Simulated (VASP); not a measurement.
# Cd48Se49 (a cell with a defect) in VASP: single point with PBEsol

Aim: the single point of Cd48Se49 (a cell with a defect) with PBEsol.

Everything below comes from runs of VASP 6.6.1. Logs are shortened: lines on timing, memory, paths and dates and some standing lists are left out, and cuts for length are marked.

## (1) The cell of the first run

The cell holds a defect, 97 atoms: a = 12.907 Å, b = 14.903 Å, c = 14.042 Å, α = 90.00°, β = 90.00°, γ = 90.00°.

## (2) Single point, PBEsol

File INCAR:

```
SYSTEM = Cd48Se49
PREC = Accurate
ENCUT = 400
EDIFF = 1E-6
ISMEAR = -1
SIGMA = 0.05
LREAL = Auto
LASPH = .True.
NELM = 120
ALGO = Normal
ISIF = 2
LWAVE = .False.
LCHARG = .False.
GGA = PS
NBANDS = 489
ISYM = -1
GGA_COMPAT = .False.
KPAR = 1
```

File KPOINTS:

```
explicit points
1
Reciprocal
  0.25000000   0.25000000   0.25000000 1
```

File POSCAR:

```
Cd48Se49
1.0
   12.9066740000      0.0000000000      0.0000000000
    0.0000000000     14.9033430000      0.0000000000
    0.0000000000      0.0000000000     14.0415350000
Cd Se
48 49
Direct
    0.9985570000      0.1635310000      0.0036890000
    0.9960820000      0.1678760000      0.4987140000
    0.3309790000      0.1664780000      0.0017060000
    0.3296670000      0.1674170000      0.4987560000
    0.1660990000      0.4186110000      0.0018040000
    0.1574460000      0.4163580000      0.5017890000
    0.0012990000      0.6684110000      0.0000680000
    0.9990490000      0.6658450000      0.5016750000
    0.6636590000      0.1632390000      0.9985600000
    0.6613800000      0.1646260000      0.4976990000
    0.4969710000      0.4184980000      0.9975170000
    0.4936160000      0.4145060000      0.4978430000
    0.3329260000      0.6657690000      0.0003170000
    0.3330160000      0.6651060000      0.5005590000
    0.1660530000      0.9169820000      0.0014150000
    0.1640280000      0.9160950000      0.4994900000
    0.8315470000      0.4175420000      0.9976810000
    0.8155110000      0.4141580000      0.4766870000
    0.6638770000      0.6689890000      0.9994610000
    0.6684190000      0.6648560000      0.5030030000
    0.4974940000      0.9163360000      0.0011640000
    0.4966240000      0.9142580000      0.4993940000
    0.8314380000      0.9172720000      0.0018370000
    0.8311260000      0.9158120000      0.4997130000
    0.1648330000      0.0831930000      0.2517030000
    0.1671480000      0.0867530000      0.7507950000
    0.9954450000      0.3331060000      0.2487510000
    0.0121150000      0.3256220000      0.7609840000
    0.4963850000      0.0823490000      0.2506830000
    0.4940850000      0.0801910000      0.7498320000
    0.3292480000      0.3336410000      0.2503180000
    0.3320010000      0.3332510000      0.7525460000
    0.1652500000      0.5834260000      0.2515580000
    0.1696320000      0.5870990000      0.7488860000
    0.9985410000      0.8338920000      0.2504960000
    0.0044160000      0.8474830000      0.7525180000
    0.8306360000      0.0823680000      0.2514900000
    0.8317500000      0.0839510000      0.7506010000
    0.6590120000      0.3309170000      0.2371620000
    0.6499910000      0.3198140000      0.7556780000
    0.4990810000      0.5835610000      0.2521180000
    0.5079380000      0.5840790000      0.7472440000
    0.3312020000      0.8320930000      0.2501060000
    0.3329950000      0.8319000000      0.7511750000
    0.8315690000      0.5855970000      0.2456740000
    0.8491450000      0.6021000000      0.7568580000
    0.6643290000      0.8331580000      0.2516730000
    0.6659780000      0.8372240000      0.7504700000
    0.9973690000      0.1653810000      0.1902560000
    0.9984960000      0.1661390000      0.6874560000
    0.3307320000      0.1668410000      0.1888620000
    0.3324360000      0.1688360000      0.6868330000
    0.1626240000      0.4170870000      0.1889110000
    0.1713220000      0.4198150000      0.6888990000
    0.0002610000      0.6676590000      0.1873390000
    0.0131190000      0.6841630000      0.6875490000
    0.6637150000      0.1622390000      0.1852650000
    0.6620740000      0.1597210000      0.6857030000
    0.4932060000      0.4186770000      0.1846270000
    0.4924560000      0.4178420000      0.6856080000
    0.3321370000      0.6656070000      0.1881580000
    0.3388950000      0.6667720000      0.6878920000
    0.1654380000      0.9169920000      0.1888170000
    0.1725630000      0.9221460000      0.6869740000
    0.8286970000      0.4170970000      0.1859050000
    0.9242090000      0.4562640000      0.6701090000
    0.6634580000      0.6675940000      0.1868310000
    0.6740390000      0.6715910000      0.6907160000
    0.4976430000      0.9158440000      0.1886190000
    0.4979540000      0.9154700000      0.6870250000
    0.8310530000      0.9160490000      0.1891530000
    0.8331110000      0.9190890000      0.6874870000
    0.1626880000      0.0833290000      0.4389850000
    0.1650390000      0.0833690000      0.9383350000
    0.9914400000      0.3336180000      0.4364040000
    0.9996040000      0.3311940000      0.9450640000
    0.4942520000      0.0807980000      0.4379550000
    0.4957820000      0.0824290000      0.9372570000
    0.3245830000      0.3336520000      0.4374390000
    0.3307960000      0.3328440000      0.9392440000
    0.1653090000      0.5827320000      0.4391200000
    0.1659990000      0.5837470000      0.9369680000
    0.9976450000      0.8329840000      0.4377760000
    0.9986040000      0.8356320000      0.9393250000
    0.8297750000      0.0827430000      0.4388130000
    0.8320820000      0.0832640000      0.9377380000
    0.6501840000      0.3254700000      0.4236240000
    0.6639140000      0.3315140000      0.9398560000
    0.5006810000      0.5825080000      0.4395650000
    0.4996590000      0.5842660000      0.9353120000
    0.3298940000      0.8314930000      0.4376940000
    0.3314330000      0.8326320000      0.9387820000
    0.8333780000      0.5854800000      0.4329990000
    0.8324650000      0.5857010000      0.9410190000
    0.6643030000      0.8319110000      0.4391290000
    0.6648980000      0.8354890000      0.9382740000
    0.7381950000      0.4412110000      0.6524710000
```

Potentials or basis: VASP PAW PBE potentials, release 64 (Cd, Se).

Started as:

```
cat potpaw_PBE.64/Cd/POTCAR potpaw_PBE.64/Se/POTCAR > POTCAR
mpirun -np 4 vasp_std > vasp.out
```

OUTCAR:

```text
SYSTEM = Cd48Se49
   PREC = Accurate
   ENCUT = 400
   EDIFF = 1E-6
   ISMEAR = -1
   LREAL = Auto
   LASPH = .True.
   NELM = 120
   ISIF = 2
   GGA = PS
   ISYM = -1

 ion  position               nearest neighbor table
   1  0.999  0.164  0.004-  49 2.62  74 2.62  86 2.63  76 2.63
   2  0.996  0.168  0.499-  75 2.62  73 2.63  85 2.63  50 2.65
   3  0.331  0.166  0.002-  51 2.63  78 2.63  74 2.63  80 2.63
   4  0.330  0.167  0.499-  79 2.62  77 2.63  73 2.63  52 2.64
   5  0.166  0.419  0.002-  82 2.62  53 2.63  80 2.63  76 2.64
   6  0.157  0.416  0.502-  81 2.63  54 2.63  75 2.64  79 2.64
[... 9 lines left out ...]
  16  0.164  0.916  0.499-  83 2.63  91 2.63  73 2.63  64 2.64
  17  0.832  0.418  0.998-  76 2.63  94 2.63  88 2.64  65 2.64
  18  0.816  0.414  0.477-  87 2.62  75 2.63  93 2.64  97 2.69  66 3.12
  19  0.664  0.669  0.999-  96 2.63  90 2.63  67 2.63  94 2.64
  20  0.668  0.665  0.503-  93 2.63  68 2.64  89 2.64  95 2.65
  21  0.497  0.916  0.001-  96 2.63  92 2.63  69 2.63  78 2.63
  22  0.497  0.914  0.499-  91 2.63  77 2.63  95 2.63  70 2.63
  23  0.831  0.917  0.002-  96 2.63  84 2.63  71 2.63  86 2.63
  24  0.831  0.916  0.500-  83 2.63  85 2.63  95 2.63  72 2.64
[... 19 lines left out ...]
  44  0.333  0.832  0.751-  62 2.62  70 2.63  64 2.63  92 2.63
  45  0.832  0.586  0.246-  67 2.62  55 2.63  93 2.63  65 2.65
  46  0.849  0.602  0.757-  94 2.61  56 2.63  68 2.65  66 2.67  97 3.15
  47  0.664  0.833  0.252-  67 2.63  71 2.63  95 2.63  69 2.63
  48  0.666  0.837  0.750-  68 2.61  70 2.62  72 2.63  96 2.64
  49  0.997  0.165  0.190-   1 2.62  37 2.63  25 2.63  27 2.63
  50  0.998  0.166  0.687-  28 2.60  38 2.63  26 2.63   2 2.65
  51  0.331  0.167  0.189-   3 2.63  29 2.63  25 2.63  31 2.63
  52  0.332  0.169  0.687-  26 2.62  32 2.62  30 2.62   4 2.64
[... 43 lines left out ...]
  96  0.665  0.835  0.938-  19 2.63  21 2.63  23 2.63  48 2.64
  97  0.738  0.441  0.652-  66 2.42  40 2.58  18 2.69  46 3.15

IMPORTANT INFORMATION: All symmetrisations will be switched off!
NOSYMM: (Re-)initialisation of all symmetry stuff for point group C_1.

----------------------------------------------------------------------------------------

                                     Primitive cell

  volume of cell :    2700.9256

  direct lattice vectors                    reciprocal lattice vectors
    12.906674000  0.000000000  0.000000000     0.077479295  0.000000000  0.000000000
     0.000000000 14.903343000  0.000000000     0.000000000  0.067099039  0.000000000
     0.000000000  0.000000000 14.041535000     0.000000000  0.000000000  0.071217285

  length of vectors
    12.906674000 14.903343000 14.041535000     0.077479295  0.067099039  0.071217285

  position of ions in fractional coordinates (direct lattice)
     0.998557000  0.163531000  0.003689000
     0.996082000  0.167876000  0.498714000
     0.330979000  0.166478000  0.001706000
     0.329667000  0.167417000  0.498756000
     0.166099000  0.418611000  0.001804000
     0.157446000  0.416358000  0.501789000
[... 89 lines left out ...]
     0.664898000  0.835489000  0.938274000
     0.738195000  0.441211000  0.652471000

  ion indices of the primitive-cell ions
   primitive index   ion index
                 1           1
                 2           2
                 3           3
                 4           4
                 5           5
                 6           6
[... 89 lines left out ...]
                96          96
                97          97

----------------------------------------------------------------------------------------

 KPOINTS: explicit points

Read explicit list of k-points.

 Found      1 k-points:

 Following reciprocal coordinates:
            Coordinates               Weight
  0.250000  0.250000  0.250000      1.000000
   k-points           NKPTS =      1   k-points in BZ     NKDIM =      1   number of bands    NBANDS=    492
   number of dos      NEDOS =    301   number of ions     NIONS =     97
   total plane-waves  NPLWV = 790272
   dimension x,y,z NGX =    84 NGY =   98 NGZ =   96
   dimension x,y,z NGXF=   168 NGYF=  196 NGZF=  192
   ions per type =              48  49
   NGX,Y,Z   is equivalent  to a cutoff of  10.82, 10.93, 11.37 a.u.
   NGXF,Y,Z  is equivalent  to a cutoff of  21.64, 21.86, 22.73 a.u.
 SYSTEM =  Cd48Se49
   PREC   = accura    normal or accurate (medium, high low for compatibility)
   ISTART =      0    job   : 0-new  1-cont  2-samecut
   ICHARG =      2    charge: 1-file 2-atom 10-const
   ISPIN  =      1    spin polarized calculation?
   LNONCOLLINEAR =      F non collinear calculations
   LSORBIT =      F    spin-orbit coupling
   LASPH  =      T    aspherical Exc in radial PAW
   ENCUT  =  400.0 eV  29.40 Ry    5.42 a.u.  21.05 24.30 22.90*2*pi/ulx,y,z
   NELM   =    120;   NELMIN=  2; NELMDL= -5     # of ELM steps
   EDIFF  = 0.1E-05   stopping-criterion for ELM
   LREAL  =      T    real-space projection
   EDIFFG = 0.1E-04   stopping-criterion for IOM
   NSW    =      0    number of steps for IOM
   IBRION =     -1    ionic relax: 0-MD 1-quasi-New 2-CG
   NFREE  =      0    steps in history (QN), initial steepest desc. (CG)
   ISIF   =      2    stress and relaxation
   ISYM   =     -1    0-nonsym 1-usesym 2-fastsym
   POTIM  = 0.5000    time-step for ionic-motion
   TEBEG  =    0.0;   TEEND  =   0.0 temperature during run
   PSTRESS=    0.0 pullay stress
   NELECT =     870.0000    total number of electrons
   NUPDOWN=      -1.0000    fix difference up-down
   EMIN   =  10.00;   EMAX   =-10.00  energy-range for DOS
   EFERMI =   0.00;   METHOD = LEGACY
   ISMEAR =    -1;   SIGMA  =   0.05  broadening in eV -4-tet -1-fermi 0-gaus
   EFERMI_NEDOS =   21; number of points for ismear=-14 and -15
   IALGO  =     38    algorithm
   IMIX   =      4    mixing-type and parameters
     AMIX     =   0.40;   BMIX     =  1.00
     AMIX_MAG =   1.60;   BMIX_MAG =  1.00
  volume/ion in A,a.u.               =      27.84       187.90
  Fermi-wavevector in a.u.,A,eV,Ry     =   1.122218  2.120684 17.134798  1.259372
  Thomas-Fermi vector in A             =   2.258876
   LORBIT       =      0    0 simple, 1 ext, 2 COOP (PROOUT), +10 PAW based schemes
   GGA     = PS    functional components
   LHFCALC =     F    Hartree Fock is set to
   AEXX    =    0.0000 exact exchange contribution
   IVDW    =     0    specifies the selected vdW correction
   LEPSILON=     F    determine dielectric tensor
   LRPA    =     F    only Hartree local field effects (RPA)
 non-spin polarized calculation
  energy-cutoff  :      400.00
  volume of cell :     2700.93
 maximum number of plane-waves:     49072
 NGX is ok and might be reduce to    84
   NGX = 43   NGY = 49   NGZ = 45

 number of electron     870.0000048 magnetization

 Free energy of the ion-electron system (eV)
  ---------------------------------------------------
  ext. energy  EPLUGINS =         0.00000000
  ---------------------------------------------------
  free energy    TOTEN  =      -298.91097042 eV

  energy without entropy =     -298.91095565  energy(sigma->0) =     -298.91096303

 E-fermi :   1.7786     XC(G=0):  -9.1391

 val. band max:        1.1742188704   @ k =   0.2500   0.2500   0.2500
 cond. band min:       2.3828573653   @ k =   0.2500   0.2500   0.2500
 fundamental gap:      1.2086384949
 Fermi energy:         1.7785735367

 k-point     1 :       0.2500    0.2500    0.2500
  band No.  band energies     occupation
      1     -12.4802      2.00000
      2     -11.7280      2.00000
      3     -11.6479      2.00000
      4     -11.6309      2.00000
      5     -11.6078      2.00000
      6     -11.5565      2.00000
[... 439 lines left out ...]
    446       3.7880      0.00000
    447       3.8197      0.00000
 [bands above 447 left out]

------------------------ aborting loop because EDIFF is reached ----------------------------------------

  FORCE on cell =-STRESS in cart. coord.  units (eV):
  Direction    XX          YY          ZZ          XY          YZ          ZX
  --------------------------------------------------------------------------------------
  -------------------------------------------------------------------------------------
  Total        5.3188343      8.3333641      6.1318131      1.0393604      0.2145712      0.9194000
  in kB        3.1551094      4.9433154      3.6373648      0.6165441      0.1272827      0.5453841
  external PRESSURE =       3.9119299 kB  Pullay stress =       0.0000000 kB

 VOLUME and BASIS-vectors are now :
 -----------------------------------------------------------------------------
  energy-cutoff  :      400.00
  volume of cell :     2700.93
      direct lattice vectors                 reciprocal lattice vectors
    12.906674000  0.000000000  0.000000000     0.077479295  0.000000000  0.000000000
     0.000000000 14.903343000  0.000000000     0.000000000  0.067099039  0.000000000
     0.000000000  0.000000000 14.041535000     0.000000000  0.000000000  0.071217285

 POSITION                                       TOTAL-FORCE (eV/Angst)
 -----------------------------------------------------------------------------------
     12.88805      2.43716      0.05180        -0.004592      0.002450     -0.008489
     12.85611      2.50191      7.00271         0.000324     -0.009311      0.009541
      4.27184      2.48108      0.02395         0.003345      0.000955      0.001997
      4.25490      2.49507      7.00330         0.001147     -0.002734      0.006397
      2.14379      6.23870      0.02533         0.002679     -0.001473     -0.002896
      2.03210      6.20513      7.04589        -0.002368      0.015747      0.011887
[... 89 lines left out ...]
      8.58162     12.45158     13.17481         0.003170      0.001986     -0.003343
      9.52764      6.57552      9.16169         0.004778      0.038598     -0.025980
 -----------------------------------------------------------------------------------
    total drift:                               -0.104227     -0.052292     -0.029552

  FREE ENERGIE OF THE ION-ELECTRON SYSTEM (eV)
  ---------------------------------------------------
  free  energy   TOTEN  =      -298.9109704150 eV

  energy  without entropy=     -298.9109556487  energy(sigma->0) =     -298.91096303
```

Run time: 5.5 min. Hardware: 4 MPI ranks of Intel Xeon 6975P-C (Granite Rapids), shared host; peak memory 0.68 GiB.

Results:

```yaml
Free_energy: -298.9110 eV
Pressure: 0.4 GPa
Largest_force: 0.047 eV/Å
Band_gap_on_the_k_mesh: 1.21 eV
```

Forces on the atoms (eV/Å):
```
Cd  -0.005  0.002 -0.008
Cd   0.000 -0.009  0.010
Cd   0.003  0.001  0.002
Cd   0.001 -0.003  0.006
Cd   0.003 -0.001 -0.003
Cd  -0.002  0.016  0.012
Cd   0.003  0.001  0.005
Cd   0.003 -0.002 -0.002
Cd  -0.001  0.004  0.000
Cd   0.005  0.001  0.001
Cd   0.003  0.002 -0.003
Cd   0.005  0.005  0.003
Cd   0.005 -0.001  0.003
Cd  -0.006  0.000  0.001
Cd   0.005  0.001  0.004
Cd  -0.002 -0.002  0.002
Cd  -0.001  0.000 -0.005
Cd  -0.006  0.000  0.020
Cd   0.000 -0.003  0.001
Cd   0.004 -0.001  0.002
Cd   0.002  0.003  0.006
Cd   0.002 -0.006  0.001
Cd  -0.003  0.000  0.004
Cd   0.002 -0.002 -0.002
Cd   0.003 -0.001  0.005
Cd  -0.002  0.001  0.000
Cd  -0.002  0.004 -0.009
Cd  -0.006 -0.005  0.001
Cd   0.004 -0.002  0.000
Cd  -0.002  0.001  0.004
Cd   0.004 -0.004  0.000
Cd   0.002 -0.009  0.006
Cd   0.000  0.005  0.009
Cd   0.004 -0.002 -0.002
Cd   0.001  0.000  0.005
Cd   0.002  0.008  0.002
Cd  -0.003  0.000  0.004
Cd   0.005  0.006  0.003
Cd   0.007 -0.002  0.004
Cd   0.000 -0.008  0.008
Cd  -0.001  0.003  0.002
Cd   0.007  0.002  0.000
Cd   0.002  0.000  0.004
Cd  -0.001  0.000  0.002
Cd   0.004 -0.001  0.001
Cd  -0.009 -0.007  0.007
Cd   0.000  0.002  0.007
Cd   0.001  0.001  0.003
Se   0.002  0.006  0.006
Se  -0.006  0.006 -0.007
Se  -0.010  0.007 -0.006
Se  -0.008 -0.002 -0.006
Se  -0.011 -0.004 -0.001
Se   0.004  0.003 -0.016
Se   0.000 -0.001 -0.002
Se  -0.004  0.012 -0.003
Se   0.002 -0.005  0.000
Se  -0.005 -0.021  0.006
Se  -0.002  0.003  0.001
Se   0.018  0.001  0.000
Se  -0.004 -0.002 -0.003
Se  -0.004 -0.001  0.001
Se   0.004  0.004 -0.002
Se   0.007  0.010  0.002
Se   0.001 -0.002  0.012
Se   0.012 -0.007 -0.029
Se  -0.002 -0.003  0.003
Se   0.002 -0.006 -0.010
Se  -0.004 -0.003 -0.001
Se  -0.016 -0.011  0.000
Se  -0.001  0.001 -0.005
Se   0.004 -0.014 -0.002
Se  -0.004  0.006 -0.005
Se   0.000  0.000  0.000
Se   0.000  0.001  0.016
Se  -0.005  0.000  0.003
Se  -0.001 -0.004 -0.007
Se  -0.005  0.014 -0.003
Se   0.000 -0.010 -0.006
Se  -0.010 -0.004  0.001
Se   0.007 -0.010 -0.003
Se   0.000 -0.001 -0.001
Se  -0.014 -0.001 -0.003
Se   0.006  0.000 -0.002
Se  -0.001  0.009 -0.002
Se   0.006 -0.002 -0.005
Se   0.005  0.006 -0.012
Se   0.003  0.006  0.012
Se   0.007  0.001 -0.003
Se  -0.002  0.001  0.001
Se  -0.004  0.002 -0.004
Se  -0.006 -0.005 -0.006
Se  -0.003 -0.007 -0.003
Se   0.000 -0.008  0.005
Se  -0.007 -0.002 -0.009
Se   0.003  0.002 -0.003
Se   0.005  0.039 -0.026
```

Caveat: the PAW data sets were made with another functional, which shifts forces and pressure a little.
